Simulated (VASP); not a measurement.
Set up this calculation in VASP 6.6.1, as the native input.

* Task: single point
* Functional: r2SCAN
* Potentials or basis: VASP PAW PBE potentials, release 64 (Cr_pv)
* Cutoff: 520 eV
* k mesh: 12 × 12 × 12
* Occupations: gaussian, width 0.05 eV
* Spin: collinear spin, antiferromagnetic start
* Starting moments: [2.0, -2.0] μB
* Dipole correction: no
* Further INCAR settings: ALGO = Normal; EDIFF = 1e-06; NBANDS = 23

Crystal: Cr.

```
Cr
1.0
     2.82935    0.00000    0.00000
     0.00000    2.82935    0.00000
     0.00000    0.00000    2.82935
Cr
2
Direct
  0.00000 0.00000 0.00000
  0.50000 0.50000 0.50000
```

These files were run (other wordings do the same):

POSCAR

```
Cr
1.0
    2.8293531478      0.0000000000      0.0000000000
    0.0000000000      2.8293531478      0.0000000000
    0.0000000000      0.0000000000      2.8293531478
Cr
2
Direct
    0.0000000000      0.0000000000      0.0000000000
    0.5000000000      0.5000000000      0.5000000000
```

INCAR.step1

```
  PREC = Accurate
  ENCUT = 520
  ISMEAR = 0
  SIGMA = 0.05
  LREAL = F
  LASPH = T
  NELM = 150
  ISPIN = 2
  MAGMOM = 2 -2
  LMAXMIX = 4
  NBANDS = 23
  GGA = PE
  ALGO = Normal
  EDIFF = 1E-4
  LWAVE = T
  LCHARG = F
```

INCAR.step2

```
  PREC = Accurate
  ENCUT = 520
  EDIFF = 1E-6
  ISMEAR = 0
  SIGMA = 0.05
  LREAL = F
  LASPH = T
  NELM = 150
  ALGO = Normal
  ISIF = 2
  LWAVE = F
  LCHARG = F
  ISPIN = 2
  MAGMOM = 2 -2
  LORBIT = 11
  LMAXMIX = 4
  METAGGA = R2SCAN
  LMIXTAU = T
  NBANDS = 23
  ISTART = 1
```

KPOINTS

```
regular mesh
0
Gamma
  12 12 12
```

Potentials or basis: VASP PAW PBE potentials, release 64 (Cr_pv).

Command:

```sh
$ cat potpaw_PBE.64/Cr_pv/POTCAR > POTCAR
$ cp INCAR.step1 INCAR
$ mpirun -np 1 vasp_std > vasp.out
$ cp INCAR.step2 INCAR
$ mpirun -np 1 vasp_std > vasp.out
```

It gave:

```yaml
Pressure: 21.0 GPa
Band_gap_on_the_k_mesh: zero (filled and empty bands overlap)
Net_moment: 0.00 μB per cell
Site_moments: Cr +2.05, -2.05 μB
Valence_electrons_inside_the_program's_atomic_spheres: Cr 11.34
```

Caveat: the cell stands under pressure; the antiferromagnetic order is the one typed at the start, and another may lie lower; the PAW data sets were made with another functional, which shifts forces and pressure a little.

Run time: 6.6 min on 1 thread of AMD EPYC 7R43 64-Core Processor (Zen 3), on a shared host, peak memory 0.16 GiB.
